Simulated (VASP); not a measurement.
Set up this calculation in VASP 6.6.1, as the native input.

```yaml
Task: single point
Functional: PBE
Potentials_or_basis: VASP PAW PBE potentials, release 64 (Ti_sv, Ge_d, W_sv)
Cutoff: 520 eV
k_mesh: 5 × 5 × 2
Occupations: gaussian, width 0.2 eV
Spin: no spin polarisation
Dipole_correction: no
Further_INCAR_settings: ALGO = Normal; EDIFF = 1e-06; NBANDS = 57
```

The structure of TiGe2W4 lies in POSCAR:

```
TiGe2W4
1.0
    3.7265796047      0.0000000000      0.0000000000
    0.0000000000      3.7265796047      0.0000000000
    0.0000000000      0.0000000000      8.6778462616
Ti Ge W
1 2 4
Direct
    0.5000000000      0.5000000000      0.0000000000
    0.5000000000      0.0000000000      0.7604018011
    0.0000000000      0.5000000000      0.2395981989
    0.5000000000      0.0000000000      0.2459352169
    0.0000000000      0.5000000000      0.7540647831
    0.5000000000      0.5000000000      0.5000000000
    0.0000000000      0.0000000000      0.5000000000
```

The cell was built from a structure type or drawn by symmetry, and may not be a known phase.

The input as run:

INCAR

```
PREC = Accurate
ENCUT = 520
EDIFF = 1E-6
ISMEAR = 0
SIGMA = 0.2
LREAL = False
LASPH = True
NELM = 60
ALGO = Normal
ISIF = 2
LWAVE = False
LCHARG = False
GGA = PE
NBANDS = 57
```

KPOINTS

```
regular mesh
0
Gamma
  5 5 2
```

Potentials or basis: VASP PAW PBE potentials, release 64 (Ti_sv, Ge_d, W_sv).

Command:

```console
$ cat potpaw_PBE.64/Ti_sv/POTCAR potpaw_PBE.64/Ge_d/POTCAR potpaw_PBE.64/W_sv/POTCAR > POTCAR
$ mpirun -np 1 vasp_std > vasp.out
```

It gave:

* Pressure: 0.0 GPa
* Largest force: 0.046 eV/Å
* Band gap on the k mesh: zero (bands 48 and 49 overlap by 0.37 eV)

Caveat: the k points lie up to 0.36 Å⁻¹ apart; spin-orbit coupling is left out, which moves the levels of the heavy elements.

Wall time 55 s on 1 thread of Intel(R) Xeon(R) 6975P-C (Granite Rapids), on a shared host, peak memory 0.25 GiB.
